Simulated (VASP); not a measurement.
# CaO (zincblende type) (F-43m) in VASP: further runs

Runs on CaO (zincblende type). Level: PBE. Tasks: single point.

Program: VASP 6.6.1. These are calculated values, not measurements. Logs are shortened: lines on timing, memory, paths and dates and some standing lists are left out, and cuts for length are marked.

### 1 The cell of the first run

It takes space group F-43m (No. 216, cubic). The conventional cell has a = 5.138 Å, b = 5.138 Å, c = 5.138 Å, α = 90.00°, β = 90.00°, γ = 90.00°. Ca (site symmetry -43m) has 4 O at 2.22 Å within 2.9 Å. Within 2.9 Å of O (site symmetry -43m) lie 4 Ca at 2.22 Å.

### 2 Single point, PBE (volume scaled by 0.9405)

INCAR

```
PREC = Accurate
ENCUT = 520
EDIFF = 1E-6
ISMEAR = -1
SIGMA = 0.05
LREAL = False
LASPH = True
NELM = 100
ALGO = Normal
ISIF = 2
LWAVE = False
LCHARG = False
GGA = PE
NBANDS = 15
```

KPOINTS

```
Automatic mesh
0
Gamma
  11 11 11
```

POSCAR

```
CaO
1.0
    0.0000000000      2.5687635645      2.5687635645
    2.5687635645      0.0000000000      2.5687635645
    2.5687635645      2.5687635645      0.0000000000
Ca O
1 1
Direct
    0.0000000000      0.0000000000      0.0000000000
    0.2500000000      0.2500000000      0.2500000000
```

Potentials or basis: VASP PAW PBE potentials, release 64 (Ca_sv, O).

Started as:

```bash
$ cat potpaw_PBE.64/Ca_sv/POTCAR potpaw_PBE.64/O/POTCAR > POTCAR
$ mpirun -np 1 vasp_std > vasp.out
```

OUTCAR:

```text
PREC = Accurate
   ENCUT = 520
   EDIFF = 1E-6
   ISMEAR = -1
   LREAL = False
   LASPH = True
   NELM = 100
   ISIF = 2
   GGA = PE

 ion  position               nearest neighbor table
   1  0.000  0.000  0.000-   2 2.22   2 2.22   2 2.22   2 2.22
   2  0.250  0.250  0.250-   1 2.22   1 2.22   1 2.22   1 2.22

  LATTYP: Found a face centered cubic cell.
 ALAT       =     5.1375271290

  Lattice vectors:

 A1 = (   0.0000000000,   2.5687635645,   2.5687635645)
 A2 = (   2.5687635645,   0.0000000000,   2.5687635645)
 A3 = (   2.5687635645,   2.5687635645,   0.0000000000)

Analysis of symmetry for initial positions (statically):
=====================================================================
 Subroutine PRICEL returns:
 Original cell was already a primitive cell.

 Routine SETGRP: Setting up the symmetry group for a
 face centered cubic supercell.

 Subroutine GETGRP returns: Found 24 space group operations
 (whereof 24 operations were pure point group operations)
 out of a pool of 48 trial point group operations.

The static configuration has the point symmetry T_d .

Analysis of symmetry for dynamics (positions and initial velocities):
=====================================================================
 Subroutine PRICEL returns:
 Original cell was already a primitive cell.

 Routine SETGRP: Setting up the symmetry group for a
 face centered cubic supercell.

 Subroutine GETGRP returns: Found 24 space group operations
 (whereof 24 operations were pure point group operations)
 out of a pool of 48 trial point group operations.

The dynamic configuration has the point symmetry T_d .

 Subroutine INISYM returns: Found 24 space group operations
 (whereof 24 operations are pure point group operations),
 and found     1 'primitive' translations

----------------------------------------------------------------------------------------

                                     Primitive cell

  volume of cell :      33.9002

  direct lattice vectors                    reciprocal lattice vectors
     0.000000000  2.568763565  2.568763565    -0.194646174  0.194646174  0.194646174
     2.568763565  0.000000000  2.568763565     0.194646174 -0.194646174  0.194646174
     2.568763565  2.568763565  0.000000000     0.194646174  0.194646174 -0.194646174

  length of vectors
     3.632780271  3.632780271  3.632780271     0.337137063  0.337137063  0.337137063

  position of ions in fractional coordinates (direct lattice)
     0.000000000  0.000000000  0.000000000
     0.250000000  0.250000000  0.250000000

  ion indices of the primitive-cell ions
   primitive index   ion index
                 1           1
                 2           2

----------------------------------------------------------------------------------------

 KPOINTS: Automatic mesh

Automatic generation of k-mesh.
 Grid dimensions read from file:
 generate k-points for:   11   11   11

 Generating k-lattice:

  Cartesian coordinates                     Fractional coordinates (reciprocal lattice)
    -0.017695107  0.017695107  0.017695107     0.090909091  0.000000000  0.000000000
     0.017695107 -0.017695107  0.017695107     0.000000000  0.090909091  0.000000000
     0.017695107  0.017695107 -0.017695107     0.000000000  0.000000000  0.090909091

  Length of vectors
     0.030648824  0.030648824  0.030648824

  Shift w.r.t. Gamma in fractional coordinates (k-lattice)
     0.000000000  0.000000000  0.000000000

 Subroutine IBZKPT returns following result:
 ===========================================

 Found     56 irreducible k-points:

 Following reciprocal coordinates:
            Coordinates               Weight
  0.000000  0.000000  0.000000      1.000000
  0.090909  0.000000  0.000000      8.000000
  0.181818  0.000000  0.000000      8.000000
  0.272727  0.000000  0.000000      8.000000
  0.363636  0.000000  0.000000      8.000000
  0.454545  0.000000  0.000000      8.000000
[... 16 lines left out ...]
 -0.272727  0.181818  0.000000     24.000000
 -0.181818  0.181818  0.000000     12.000000
 [... further k-points ...]
   k-points           NKPTS =     56   k-points in BZ     NKDIM =     56   number of bands    NBANDS=     15
   number of dos      NEDOS =    301   number of ions     NIONS =      2
   total plane-waves  NPLWV =  21952
   dimension x,y,z NGX =    28 NGY =   28 NGZ =   28
   dimension x,y,z NGXF=    56 NGYF=   56 NGZF=   56
   ions per type =               1   1
   NGX,Y,Z   is equivalent  to a cutoff of  12.81, 12.81, 12.81 a.u.
   NGXF,Y,Z  is equivalent  to a cutoff of  25.63, 25.63, 25.63 a.u.
 SYSTEM =  unknown system
   PREC   = accura    normal or accurate (medium, high low for compatibility)
   ISTART =      0    job   : 0-new  1-cont  2-samecut
   ICHARG =      2    charge: 1-file 2-atom 10-const
   ISPIN  =      1    spin polarized calculation?
   LNONCOLLINEAR =      F non collinear calculations
   LSORBIT =      F    spin-orbit coupling
   LASPH  =      T    aspherical Exc in radial PAW
   ENCUT  =  520.0 eV  38.22 Ry    6.18 a.u.   6.75  6.75  6.75*2*pi/ulx,y,z
   NELM   =    100;   NELMIN=  2; NELMDL= -5     # of ELM steps
   EDIFF  = 0.1E-05   stopping-criterion for ELM
   LREAL  =      F    real-space projection
   EDIFFG = 0.1E-04   stopping-criterion for IOM
   NSW    =      0    number of steps for IOM
   IBRION =     -1    ionic relax: 0-MD 1-quasi-New 2-CG
   NFREE  =      0    steps in history (QN), initial steepest desc. (CG)
   ISIF   =      2    stress and relaxation
   ISYM   =      2    0-nonsym 1-usesym 2-fastsym
   POTIM  = 0.5000    time-step for ionic-motion
   TEBEG  =    0.0;   TEEND  =   0.0 temperature during run
   PSTRESS=    0.0 pullay stress
   NELECT =      16.0000    total number of electrons
   NUPDOWN=      -1.0000    fix difference up-down
   EMIN   =  10.00;   EMAX   =-10.00  energy-range for DOS
   EFERMI =   0.00;   METHOD = LEGACY
   ISMEAR =    -1;   SIGMA  =   0.05  broadening in eV -4-tet -1-fermi 0-gaus
   EFERMI_NEDOS =   21; number of points for ismear=-14 and -15
   IALGO  =     38    algorithm
   IMIX   =      4    mixing-type and parameters
     AMIX     =   0.40;   BMIX     =  1.00
     AMIX_MAG =   1.60;   BMIX_MAG =  1.00
  volume/ion in A,a.u.               =      16.95       114.38
  Fermi-wavevector in a.u.,A,eV,Ry     =   1.274620  2.408682 22.104785  1.624656
  Thomas-Fermi vector in A             =   2.407378
   LORBIT       =      0    0 simple, 1 ext, 2 COOP (PROOUT), +10 PAW based schemes
   GGA     = PE    functional components
   LHFCALC =     F    Hartree Fock is set to
   AEXX    =    0.0000 exact exchange contribution
   IVDW    =     0    specifies the selected vdW correction
   LEPSILON=     F    determine dielectric tensor
   LRPA    =     F    only Hartree local field effects (RPA)
 non-spin polarized calculation
  energy-cutoff  :      520.00
  volume of cell :       33.90
 maximum number of plane-waves:       941
   NGX = 13   NGY = 13   NGZ = 13

 number of electron      15.9999998 magnetization

 Free energy of the ion-electron system (eV)
  ---------------------------------------------------
  ext. energy  EPLUGINS =         0.00000000
  ---------------------------------------------------
  free energy    TOTEN  =       -12.40143198 eV

  energy without entropy =      -12.40143198  energy(sigma->0) =      -12.40143198

 E-fermi :   1.7870     XC(G=0):  -9.2330

 val. band max:        0.6702496878   @ k =  -0.3636   0.4545   0.1818
 cond. band min:       4.1659334957   @ k =   0.0000   0.0000   0.0000
 fundamental gap:      3.4956838079
 Fermi energy:         1.7870356314

 k-point     1 :       0.0000    0.0000    0.0000
  band No.  band energies     occupation
      1     -36.2784      2.00000
      2     -17.2083      2.00000
      3     -17.2083      2.00000
      4     -17.2083      2.00000
      5     -14.1787      2.00000
      6      -0.0214      2.00000
      7      -0.0214      2.00000
      8      -0.0214      2.00000
      9       4.1659      0.00000
     10       8.8370      0.00000
     11       8.8370      0.00000
     12      10.5833      0.00000
     13      10.5833      0.00000
     14      10.5833      0.00000
     15      17.6852      0.00000

 k-point     2 :       0.0909    0.0000    0.0000
  band No.  band energies     occupation
      1     -36.2740      2.00000
      2     -17.2923      2.00000
      3     -17.2133      2.00000
      4     -17.2133      2.00000
      5     -14.0969      2.00000
      6      -0.1208      2.00000
      7       0.0049      2.00000
      8       0.0049      2.00000
      9       4.4760      0.00000
     10       8.7273      0.00000
     11       8.7273      0.00000
     12      10.4505      0.00000
     13      10.6840      0.00000
     14      10.6840      0.00000
     15      16.5643      0.00000

 k-point     3 :       0.1818    0.0000    0.0000
  band No.  band energies     occupation
      1     -36.2621      2.00000
      2     -17.4976      2.00000
      3     -17.2268      2.00000
      4     -17.2268      2.00000
      5     -13.9011      2.00000
      6      -0.2998      2.00000
      7       0.0729      2.00000
      8       0.0729      2.00000
      9       5.2261      0.00000
     10       8.5440      0.00000
     11       8.5440      0.00000
     12      10.1385      0.00000
     13      10.8263      0.00000
     14      10.8263      0.00000
     15      14.9726      0.00000
[... 343 lines left out ...]
 k-point    23 :      -0.2727    0.1818    0.0000
  band No.  band energies     occupation
      1     -36.2279      2.00000
      2     -17.8987      2.00000
      3     -17.3696      2.00000
      4     -17.2608      2.00000
      5     -13.4420      2.00000
      6      -0.3083      2.00000
      7       0.1398      2.00000
      8       0.2673      2.00000
      9       6.5491      0.00000
     10       8.1172      0.00000
     11       8.3964      0.00000
     12       9.9212      0.00000
     13      10.9044      0.00000
     14      10.9588      0.00000
     15      13.7710      0.00000

 k-point    24 :      -0.1818    0.1818    0.0000
  band No.  band energies     occupation
      1     -36.2412      2.00000
      2     -17.7542      2.00000
      3     -17.3225      2.00000
      4     -17.2408      2.00000
      5     -13.6046      2.00000
      6      -0.3925      2.00000
      7       0.1580      2.00000
      8       0.1803      2.00000
      9       6.2678      0.00000
     10       8.0523      0.00000
     11       8.5071      0.00000
     12       9.9374      0.00000
     13      10.7833      0.00000
     14      11.0295      0.00000
     15      14.3201      0.00000

 [... further k-points ...]
[... 5 lines left out ...]
  --------------------------------------------------------------------------------------
  -------------------------------------------------------------------------------------
  Total        1.2387544      1.2387544      1.2387544      0.0000000      0.0000000      0.0000000
  in kB       58.5454839     58.5454839     58.5454839      0.0000000      0.0000000      0.0000000
  external PRESSURE =      58.5454839 kB  Pullay stress =       0.0000000 kB

 VOLUME and BASIS-vectors are now :
 -----------------------------------------------------------------------------
  energy-cutoff  :      520.00
  volume of cell :       33.90
      direct lattice vectors                 reciprocal lattice vectors
     0.000000000  2.568763565  2.568763565    -0.194646174  0.194646174  0.194646174
     2.568763565  0.000000000  2.568763565     0.194646174 -0.194646174  0.194646174
     2.568763565  2.568763565  0.000000000     0.194646174  0.194646174 -0.194646174

 POSITION                                       TOTAL-FORCE (eV/Angst)
 -----------------------------------------------------------------------------------
      0.00000      0.00000      0.00000        -0.000000      0.000000      0.000000
      1.28438      1.28438      1.28438         0.000000     -0.000000     -0.000000
 -----------------------------------------------------------------------------------
    total drift:                               -0.000000     -0.000000     -0.000000

  FREE ENERGIE OF THE ION-ELECTRON SYSTEM (eV)
  ---------------------------------------------------
  free  energy   TOTEN  =       -12.4014319773 eV

  energy  without entropy=      -12.4014319773  energy(sigma->0) =      -12.40143198
```

Wall time 75 s (1 thread of AMD EPYC 7R13, shared host); peak memory 0.14 GiB.

Results:

- Free energy: -12.4014 eV
- Pressure: 5.9 GPa
- Band gap on the k mesh: 3.50 eV, indirect (least direct gap 4.19 eV)

Levels at points of the mesh, in eV from the valence-band top:
```tsv
k point	band 4	band 5	band 6	band 7	band 8	band 9	band 10	band 11	band 12	band 13
(0.00, 0.00, 0.00)	-17.88	-14.85	-0.69	-0.69	-0.69	3.50	8.17	8.17	9.91	9.91
```

### 3 Single point, PBE (volume scaled by 0.98)

INCAR

```
SYSTEM = CaO
PREC = Accurate
ENCUT = 520
EDIFF = 1E-6
ISMEAR = -1
SIGMA = 0.05
LREAL = .False.
LASPH = .True.
NELM = 100
ALGO = Normal
ISIF = 2
LWAVE = .False.
LCHARG = .False.
GGA = PE
NBANDS = 15
```

KPOINTS

```
Automatic mesh
0
Gamma
  11 11 11
  0 0 0
```

POSCAR

```
CaO
1.0
    0.0000000000      2.6042333196      2.6042333196
    2.6042333196      0.0000000000      2.6042333196
    2.6042333196      2.6042333196      0.0000000000
Ca O
1 1
Direct
    0.0000000000      0.0000000000      0.0000000000
    0.2500000000      0.2500000000      0.2500000000
```

Potentials or basis: VASP PAW PBE potentials, release 64 (Ca_sv, O).

Started as:

```bash
$ cat potpaw_PBE.64/Ca_sv/POTCAR potpaw_PBE.64/O/POTCAR > POTCAR
$ mpirun -np 1 vasp_std > vasp.out
```

OUTCAR:

```text
SYSTEM = CaO
   PREC = Accurate
   ENCUT = 520
   EDIFF = 1E-6
   ISMEAR = -1
   LREAL = .False.
   LASPH = .True.
   NELM = 100
   ISIF = 2
   GGA = PE

 ion  position               nearest neighbor table
   1  0.000  0.000  0.000-   2 2.26   2 2.26   2 2.26   2 2.26
   2  0.250  0.250  0.250-   1 2.26   1 2.26   1 2.26   1 2.26

  LATTYP: Found a face centered cubic cell.
 ALAT       =     5.2084666392

  Lattice vectors:

 A1 = (   0.0000000000,   2.6042333196,   2.6042333196)
 A2 = (   2.6042333196,   0.0000000000,   2.6042333196)
 A3 = (   2.6042333196,   2.6042333196,   0.0000000000)

Analysis of symmetry for initial positions (statically):
=====================================================================
 Subroutine PRICEL returns:
 Original cell was already a primitive cell.

 Routine SETGRP: Setting up the symmetry group for a
 face centered cubic supercell.

 Subroutine GETGRP returns: Found 24 space group operations
 (whereof 24 operations were pure point group operations)
 out of a pool of 48 trial point group operations.

The static configuration has the point symmetry T_d .

Analysis of symmetry for dynamics (positions and initial velocities):
[... 164 lines left out ...]

 k-point     1 :       0.0000    0.0000    0.0000
  band No.  band energies     occupation
      1     -36.6433      2.00000
      2     -17.5827      2.00000
      3     -17.5827      2.00000
      4     -17.5827      2.00000
      5     -14.3037      2.00000
      6      -0.1365      2.00000
      7      -0.1365      2.00000
      8      -0.1365      2.00000
      9       3.8295      0.00000
     10       8.4778      0.00000
     11       8.4778      0.00000
     12      10.1166      0.00000
     13      10.1166      0.00000
     14      10.1166      0.00000
[... 401 lines left out ...]
      2     -18.0333      2.00000
      3     -17.6802      2.00000
      4     -17.6107      2.00000
      5     -13.8196      2.00000
      6      -0.5262      2.00000
      7       0.0167      2.00000
      8       0.0482      2.00000
      9       5.9053      0.00000
     10       7.7355      0.00000
     11       8.1557      0.00000
     12       9.4748      0.00000
     13      10.3029      0.00000
     14      10.5301      0.00000
     15      13.7967      0.00000

 [... further k-points ...]
[... 5 lines left out ...]
  --------------------------------------------------------------------------------------
  -------------------------------------------------------------------------------------
  Total        0.4613568      0.4613568      0.4613568      0.0000000      0.0000000      0.0000000
  in kB       20.9255959     20.9255959     20.9255959      0.0000000      0.0000000      0.0000000
  external PRESSURE =      20.9255959 kB  Pullay stress =       0.0000000 kB

 VOLUME and BASIS-vectors are now :
 -----------------------------------------------------------------------------
  energy-cutoff  :      520.00
  volume of cell :       35.32
      direct lattice vectors                 reciprocal lattice vectors
     0.000000000  2.604233320  2.604233320    -0.191995086  0.191995086  0.191995086
     2.604233320  0.000000000  2.604233320     0.191995086 -0.191995086  0.191995086
     2.604233320  2.604233320  0.000000000     0.191995086  0.191995086 -0.191995086

 POSITION                                       TOTAL-FORCE (eV/Angst)
 -----------------------------------------------------------------------------------
      0.00000      0.00000      0.00000        -0.000000     -0.000000     -0.000000
      1.30212      1.30212      1.30212         0.000000      0.000000      0.000000
 -----------------------------------------------------------------------------------
    total drift:                               -0.000000     -0.000000     -0.000000

  FREE ENERGIE OF THE ION-ELECTRON SYSTEM (eV)
  ---------------------------------------------------
  free  energy   TOTEN  =       -12.4373668070 eV

  energy  without entropy=      -12.4373668070  energy(sigma->0) =      -12.43736681
```

OSZICAR:

```text
N       E                     dE             d eps       ncg     rms          rms(c)
DAV:   1     0.126443371108E+03    0.12644E+03   -0.81257E+03  1680   0.105E+03
DAV:   2    -0.902210449033E+01   -0.13547E+03   -0.12542E+03  2156   0.280E+02
DAV:   3    -0.148644456523E+02   -0.58423E+01   -0.57966E+01  1936   0.601E+01
DAV:   4    -0.150702952882E+02   -0.20585E+00   -0.20569E+00  2572   0.971E+00
DAV:   5    -0.150718265157E+02   -0.15312E-02   -0.15310E-02  1899   0.947E-01    0.972E+00
DAV:   6    -0.125505536931E+02    0.25213E+01   -0.85037E+00  1827   0.253E+01    0.418E+00
DAV:   7    -0.124475042134E+02    0.10305E+00   -0.83795E-01  1836   0.846E+00    0.200E+00
DAV:   8    -0.124366389943E+02    0.10865E-01   -0.13714E-01  2128   0.380E+00    0.477E-01
DAV:   9    -0.124354051719E+02    0.12338E-02   -0.99925E-03  1927   0.908E-01    0.168E-01
DAV:  10    -0.124372452510E+02   -0.18401E-02   -0.15759E-03  1806   0.321E-01    0.561E-02
DAV:  11    -0.124373823588E+02   -0.13711E-03   -0.75367E-04  1981   0.186E-01    0.364E-02
DAV:  12    -0.124373674005E+02    0.14958E-04   -0.87976E-05  2198   0.104E-01    0.546E-03
DAV:  13    -0.124373668070E+02    0.59357E-06   -0.52861E-06  1862   0.286E-02
   1 F= -.12437367E+02 E0= -.12437367E+02  d E =-.281019E-10
```

Wall time 79 s (1 thread of AMD EPYC 7R13, shared host); peak memory 0.14 GiB.

Results:

| Quantity | Value |
| --- | --- |
| Free energy | -12.4374 eV |
| Pressure | 2.1 GPa |
| Band gap on the k mesh | 3.35 eV, indirect (least direct gap 3.97 eV) |

Levels at points of the mesh, in eV from the valence-band top:
| k point | band 6 | band 7 | band 8 | band 9 | band 10 | band 11 |
| --- | --- | --- | --- | --- | --- | --- |
| (0.00, 0.00, 0.00) | -0.61 | -0.61 | -0.61 | 3.35 | 8.00 | 8.00 |
